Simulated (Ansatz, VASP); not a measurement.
One calculation of Y, two programs

Contents of INCAR:

```
ALGO = Fast
EDIFF = 1E-7
ENCUT = 520
GGA = PS
ISIF = 2
ISMEAR = -1
LASPH = True
LCHARG = False
LREAL = False
LWAVE = False
NBANDS = 30
NELM = 80
PREC = Accurate
SIGMA = 0.05
```

Contents of KPOINTS:

```
k-points
0
Gamma
  8 8 3
```

POSCAR

```
Y
1.0
    3.6425441402      0.0000000000      0.0000000000
   -1.8212720701      3.1545357598      0.0000000000
    0.0000000000      0.0000000000     11.8441303500
Y
4
Direct
    0.6777760000      0.3332840000      0.7514500000
   -0.0014280000     -0.0106300000      0.5045890000
    0.3412610000      0.6721800000      0.2527310000
   -0.0009510000     -0.0075590000     -0.0009290000
```

The input input.yaml:

```yaml
crystal:
  lattice:
    - [3.6425441402, 0.0, 0.0]
    - [-1.8212720701, 3.1545357598, 0.0]
    - [0.0, 0.0, 11.84413035]
  atoms:
    - { symbol: "Y", position: [0.677776, 0.333284, 0.75145] }
    - { symbol: "Y", position: [-0.001428, -0.01063, 0.504589] }
    - { symbol: "Y", position: [0.341261, 0.67218, 0.252731] }
    - { symbol: "Y", position: [-0.000951, -0.007559, -0.000929] }
hamiltonian:
  xc: pbesol
  pseudopotentials: { kind: paw }
kpoints:
  mp_grid: { grid: [8, 8, 3] }
scf:
  occupations: { method: fermi_dirac, width: 0.05 }
output:
  forces: true
  stress: true
  eigenvalues: true
  write_density: true
  write_potential: true
  elf: true
  volumetric_format: npy
```

Change from the starting cell: atoms moved at random, drawn with an rms of 0.05 Å.

Alike in both runs: task single point; functional PBEsol; k mesh 8 × 8 × 3; occupations fermi-dirac, width 0.05 eV; no spin polarisation.

```csv
,VASP,Ansatz
version,VASP 6.6.1,Ansatz 0.2.0
potentials or method,"VASP PAW PBE potentials, release 64 (Y_sv)",Ansatz PAW
plane-wave cutoff (eV),520,420
valence electrons in the cell,44,44
```

```csv
,VASP,Ansatz,Ansatz less VASP
gap on the k mesh at the Fermi level (eV),none,none,-
pressure (GPa),-3.6,-3.5,+0.09
"traceless stress, the component that is largest in VASP (GPa)",-0.36,-0.36,-0.004
rms of the force components (eV/Å),0.045,0.045,+0.0002
```

VASP's potentials were made for PBE, not for PBEsol. Atom by atom the forces differ by 0.000 eV/Å (rms over components). A gap of «none» marks a metal or a gap that the smearing closes.
